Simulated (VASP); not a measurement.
A run of VASP 6.6.1:

POSCAR

```
ZnO
1.0
    3.4107585275      0.0000000000      0.0000000000
   -1.7053792637      2.9538035310      0.0000000000
    0.0000000000      0.0000000000      4.4502209796
Zn O
2 2
Direct
    0.3333333333      0.6666666667      0.2500000000
    0.6666666667      0.3333333333      0.7500000000
    0.6666666667      0.3333333333      0.2500000000
    0.3333333333      0.6666666667      0.7500000000
```

The input INCAR.step1:

```
ALGO = Normal ; EDIFF = 1E-4
ENCUT = 520 ; GGA = PE
ISMEAR = -1 ; LASPH = True
LCHARG = False ; LREAL = False
LWAVE = True ; NBANDS = 26
NELM = 100 ; PREC = Accurate
SIGMA = 0.03
```

INCAR.step2

```
ALGO = Normal ; BPARAM = 11.95
CPARAM = 0.0093 ; EDIFF = 1E-6
ENCUT = 520 ; ISIF = 2
ISMEAR = -1 ; ISTART = 1
IVDW_NL = 2 ; LASPH = True
LCHARG = False ; LMIXTAU = True
LREAL = False ; LUSE_VDW = True
LWAVE = False ; METAGGA = R2SCAN
NBANDS = 26 ; NELM = 100
PREC = Accurate ; SIGMA = 0.03
```

File KPOINTS:

```
k-points
0
Gamma
  12 12 6
```

Potentials or basis: VASP PAW PBE potentials, release 64 (Zn, O).

Launch:

```bash
$ cat potpaw_PBE.64/Zn/POTCAR potpaw_PBE.64/O/POTCAR > POTCAR
$ cp INCAR.step1 INCAR
$ mpirun -np 1 vasp_std > vasp.out
$ cp INCAR.step2 INCAR
$ mpirun -np 1 vasp_std > vasp.out
```

Hardware: 1 thread of Intel Xeon 8259CL, on a shared host.

Question: Estimate the wall time of this run.

Answer: Run time: 8.6 min on 1 thread of Intel Xeon 8259CL (shared host), peak memory 0.34 GiB. Counts: k points 76.
